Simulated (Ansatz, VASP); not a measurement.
One calculation of WC, two programs

File INCAR:

```
PREC     = Accurate       # precision mode
ENCUT    = 1300           # plane-wave cutoff, eV
EDIFF    = 1E-6           # SCF threshold, eV
ISMEAR   = 0              # smearing method
SIGMA    = 0.15           # smearing width, eV
LREAL    = F              # projectors in reciprocal space
LASPH    = T              # aspherical terms in the spheres
NELM     = 120            # most SCF steps
ALGO     = Normal         # electronic algorithm
ISIF     = 2              # what is computed and relaxed
LWAVE    = F              # write WAVECAR
LCHARG   = T              # write CHGCAR
GGA      = PS             # functional
LELF     = T              # ELF
LVHAR    = T            
NBANDS   = 16             # bands
GGA_COMPAT= F
```

KPOINTS

```
Automatic mesh
0
Gamma
  20 20 20
```

The input POSCAR:

```
WC
1.0
    0.0000000000      2.1241172499      2.3365289749
    2.1241172499      0.0000000000      2.3365289749
    2.1241172499      2.1241172499      0.0000000000
W C
1 1
Direct
    0.0000000000      0.0000000000      0.0000000000
    0.5000000000      0.5000000000      0.5000000000
```

Input for Ansatz:

```yaml
crystal:
  lattice:
    - [0.0, 2.1241172499, 2.3365289749]
    - [2.1241172499, 0.0, 2.3365289749]
    - [2.1241172499, 2.1241172499, 0.0]
  atoms:
    - { symbol: W, position: [0.0, 0.0, 0.0] }
    - { symbol: C, position: [0.5, 0.5, 0.5] }
basis:
  ecutwfc: 420
kpoints:
  mp_grid: { grid: [20, 20, 20] }
hamiltonian:
  xc: pbesol
scf:
  occupations: { method: gaussian, width: 0.15 }
output:
  forces: true
  stress: true
  eigenvalues: true
```

Alike in both runs: task single point; functional PBEsol; k mesh 20 × 20 × 20; occupations gaussian, width 0.15 eV; no spin polarisation.

|  | VASP | Ansatz |
| --- | --- | --- |
| version | VASP 6.6.1 | Ansatz 0.2.0 |
| potentials or method | VASP PAW PBE potentials, release 64 (W_sv, C_h), cutoff 1300 eV | scalar-relativistic, plane waves, PAW |
| valence electrons in the cell | 18 | 18 |

|  | VASP | Ansatz | Ansatz less VASP |
| --- | --- | --- | --- |
| gap on the k mesh at the Fermi level (eV) | none | none | - |
| pressure (GPa) | -2.3 | -3.3 | -0.93 |
| traceless stress, the component that is largest in VASP (GPa) | -28.17 | -27.98 | +0.193 |

VASP's potentials were made for PBE, not for PBEsol. A gap of «none» marks a metal or a gap that the smearing closes. With one functional, cell and mesh, what is left measures potentials, basis and numerics.

Neither program's run includes spin-orbit coupling.
